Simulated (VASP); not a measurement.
Crystal: Mg7Te.

```
CELL_PARAMETERS angstrom
3.13850 -5.44437 0.00000
3.13850 5.44437 0.00000
-0.06647 0.00000 5.55878
ATOMIC_POSITIONS crystal
Mg 0.00257 0.50129 0.00057
Mg 0.83242 0.16758 0.50000
Mg 0.33346 0.66654 0.50000
Mg 0.49853 0.50147 0.00000
Mg 0.83251 0.66434 0.50079
Mg 0.33566 0.16749 0.49921
Mg 0.49871 0.99743 0.99943
Te 0.00014 0.99986 0.00000
```

| Quantity | Value |
| --- | --- |
| Program | VASP 6.6.1 |
| Task | relaxation of cell and atoms |
| Functional | PBE |
| Potentials or basis | VASP PAW PBE potentials, release 64 (Mg, Te) |
| Cutoff | 600 eV |
| k mesh | 6 × 6 × 6 |
| Occupations | gaussian, width 0.1 eV |
| Spin | no spin polarisation |

At the start: pressure -0.2 GPa; volume 23.75 Å³/atom.

Question: Where does the relaxation end?

Answer: Over 8 steps the energy falls by 5.3 meV/atom and the volume is 23.53 Å³/atom (-0.9 %); space group C2 (No. 5, to 0.05 Å).

Step by step:
```tsv
step	energy change (eV)	largest force (eV/Å)	pressure (GPa)	volume (Å³)
1	0.0000	0.1054	-0.17	189.97
2	-0.0194	0.0972	-0.12	189.25
3	-0.0405	0.0588	0.08	187.74
4	-0.0410	0.0478	0.14	187.38
5	-0.0411	0.0496	0.13	187.44
6	-0.0419	0.0303	-0.01	188.17
7	-0.0419	0.0229	-0.07	188.46
8	-0.0422	0.0085	-0.03	188.24
```

Final structure:
```cif
data_structure
_symmetry_space_group_name_H-M 'P 1'
_symmetry_Int_Tables_number 1
_cell_length_a 6.3605
_cell_length_b 6.3605
_cell_length_c 5.3735
_cell_angle_alpha 90.275
_cell_angle_beta 90.275
_cell_angle_gamma 120.007
_cell_volume 188.24
loop_
_atom_site_label
_atom_site_type_symbol
_atom_site_fract_x
_atom_site_fract_y
_atom_site_fract_z
_atom_site_occupancy
Mg1 Mg 0.00237 0.50117 0.00047 1
Mg2 Mg 0.83009 0.16991 0.50000 1
Mg3 Mg 0.33346 0.66654 0.50000 1
Mg4 Mg 0.49870 0.50130 0.00000 1
Mg5 Mg 0.83006 0.65965 0.50067 1
Mg6 Mg 0.34035 0.16994 0.49933 1
Mg7 Mg 0.49883 0.99763 0.99953 1
Te1 Te 0.00010 0.99990 0.00000 1
```
